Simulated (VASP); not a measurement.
Zn: single point with PBE

Zn, a slab with vacuum:

```xyz
6
Lattice="2.6358 0.0000 0.0000 0.0000 5.0929 0.0000 0.0000 0.0000 21.3263" Properties=species:S:1:pos:R:3 pbc="T T T"
Zn    1.9769    3.8197    8.0000
Zn    0.6590    1.2732    8.7609
Zn    0.6590    3.8197   10.2827
Zn    1.9769    1.2732   11.0436
Zn    1.9769    3.8197   12.5654
Zn    0.6590    1.2732   13.3263
```

- Program: VASP 6.6.1
- Task: single point
- Functional: PBE
- Potentials or basis: VASP PAW PBE potentials, release 64 (Zn)
- Cutoff: 520 eV
- k mesh: 14 × 7 × 1
- Occupations: fermi-dirac, width 0.1 eV
- Spin: no spin polarisation
- Dipole correction: yes
- k mesh for the DOS: 21 × 11 × 1
- Occupations for the DOS: tetrahedron
- Further INCAR settings: ALGO = Normal; EDIFF = 1e-06

```json
{"Valence electrons inside the program's atomic spheres": "Zn 10.68, 10.71, 10.78 (each value once)"}
```

Levels at points of the mesh, in eV from the Fermi level:
| k point | band 33 | band 34 | band 35 | band 36 | band 37 | band 38 | band 39 | band 40 |
| --- | --- | --- | --- | --- | --- | --- | --- | --- |
| (0.00, 0.00, 0.00) | -4.35 | -2.97 | -2.81 | -1.52 | -1.33 | -0.79 | 1.41 | 1.44 |

It took 29 min on 1 thread of Intel Xeon 8259CL, on a shared host, peak memory 0.71 GiB.
